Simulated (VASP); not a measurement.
## TiTe2: single point with PBE

Crystal: TiTe2.

```
Te Ti
1.0
     3.77700    0.00000    0.00000
    -1.88850    3.27098    0.00000
     0.00000    0.00000    6.49800
Te Ti
2 1
Direct
  0.33333 0.66667 0.73720
  0.66667 0.33333 0.26280
  0.00000 0.00000 0.00000
```

```
Program                : VASP 6.6.1
Task                   : single point
Functional             : PBE
Potentials or basis    : VASP PAW PBE potentials, release 64 (Te, Ti_sv)
Cutoff                 : 520 eV
k mesh                 : 8 × 8 × 4
Occupations            : gaussian, width 0.018 eV
Spin                   : no spin polarisation
Dipole correction      : no
Further INCAR settings : ALGO = Normal; EDIFF = 1e-06; NBANDS = 19
```

```
Pressure               : 0.9 GPa
Largest force          : 0.020 eV/Å
Band gap on the k mesh : zero (bands 12 and 13 overlap by 0.66 eV)
```

Forces on the atoms (eV/Å):
```
Te   0.000  0.000 -0.020
Te   0.000  0.000  0.020
Ti   0.000  0.000  0.000
```

Stress tensor (GPa, compression positive):
```
0.69 0.00 0.00
0.00 0.69 0.00
0.00 0.00 1.25
```

Levels at points of the mesh, in eV from the Fermi level:
| k point | band 9 | band 10 | band 11 | band 12 | band 13 | band 14 | band 15 | band 16 |
| --- | --- | --- | --- | --- | --- | --- | --- | --- |
| (0.00, 0.00, 0.00) | -1.64 | 0.38 | 0.43 | 0.43 | 0.62 | 1.11 | 1.11 | 3.09 |
| (0.50, 0.00, 0.00) | -2.67 | -2.36 | -1.72 | -1.10 | 0.06 | 1.18 | 1.51 | 2.44 |
| (0.00, 0.00, 0.50) | -1.57 | -1.57 | 0.42 | 0.42 | 0.79 | 0.79 | 1.06 | 3.53 |
| (0.50, 0.00, 0.50) | -2.37 | -1.99 | -0.94 | -0.57 | -0.23 | 1.18 | 1.49 | 2.64 |

Run time: 36 s on 1 thread of Intel(R) Xeon(R) Platinum 8488C (Sapphire Rapids), with other jobs on the host, peak memory 0.21 GiB.

Caveat: spin-orbit coupling is left out, which moves the levels of the heavy elements; this functional lacks dispersion, which binds layers or chains, so the pressure and a relaxed spacing across them are unreliable.
